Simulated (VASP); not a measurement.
Runs of VASP 6.6.1 on Ca. The structure is that of space group Pm-3m (No. 221), or close to it. The cells are those of the table. 

```tsv
cell	gap on the mesh (eV)	pressure (GPa)
a = 2.758 Å, 1 atom	none	20.4
a = 3.388 Å, 1 atom	none	(a)
a = 2.455 Å, 1 atom	none	62.2
a = 2.569 Å, 1 atom	none	41.1
```

Alike in all rows: task single point; level LDA; potentials or basis VASP PAW LDA potentials, release 64 (Ca_sv); no spin polarisation; k mesh 6 × 6 × 6; cutoff (eV) 500; smearing gaussian 0.1 eV.

Problem. Fill in the values left out.

Solution. (a) 0.0.

Caveats: some runs use coarse meshes.

A gap of «none» marks levels without a gap at the run's occupations.
